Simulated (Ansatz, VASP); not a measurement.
## Y in VASP and in Ansatz

The input INCAR:

```
SYSTEM = Y
PREC = Accurate
ENCUT = 520
EDIFF = 1E-6
ISMEAR = -1
SIGMA = 0.1
LREAL = .False.
LASPH = .True.
NELM = 100
ALGO = Normal
ISIF = 2
LWAVE = .False.
LCHARG = .True.
GGA = PE
LELF = .True.
LVHAR = .True.
NBANDS = 18
```

KPOINTS

```
Automatic mesh
0
Gamma
  11 11 6
  0 0 0
```

POSCAR

```
Y
1.0
    3.6535431712      0.0000000000      0.0000000000
   -1.8267715856      3.1640612001      0.0000000000
    0.0000000000      0.0000000000      5.6988610241
Y
2
Direct
    0.3333333333      0.6666666667      0.2500000000
    0.6666666667      0.3333333333      0.7500000000
```

Input for Ansatz:

```yaml
crystal:
  lattice:
    - [3.6535431712, 0.0, 0.0]
    - [-1.8267715856, 3.1640612001, 0.0]
    - [0.0, 0.0, 5.6988610241]
  atoms:
    - { symbol: "Y", position: [0.3333333333, 0.6666666667, 0.25] }
    - { symbol: "Y", position: [0.6666666667, 0.3333333333, 0.75] }
hamiltonian:
  xc: pbe
  pseudopotentials:
    kind: paw
    azcp:
      "Y": "pseudopotentials/Y.paw.azcp"
basis:
  ecutwfc: 420
  fft_grid_basis: typed
kpoints:
  mp_grid: { grid: [11, 11, 6], shift: [0, 0, 0] }
magnetization:
  spin_polarized: false
scf:
  occupations: { method: fermi_dirac, width: 0.1 }
  lower_state_search: "off"
output:
  stress: true
  write_density: true
  write_potential: true
  elf: true
  volumetric_format: npy
```

Alike in both runs: task single point; functional PBE; k mesh 11 × 11 × 6; occupations fermi-dirac, width 0.1 eV; no spin polarisation.

|  | VASP | Ansatz |
| --- | --- | --- |
| version | VASP 6.6.1 | Ansatz 0.2.0 |
| potentials or method | VASP PAW PBE potentials, release 64 (Y_sv), cutoff 520 eV | plane waves (420 eV) with PAW, scalar-relativistic |
| valence electrons in the cell | 22 | 22 |

```tsv
	VASP	Ansatz	Ansatz less VASP
pressure (GPa)	-0.1	0.0	+0.11
```

The functional is the same, so the differences come from potentials, cutoffs and numerics.
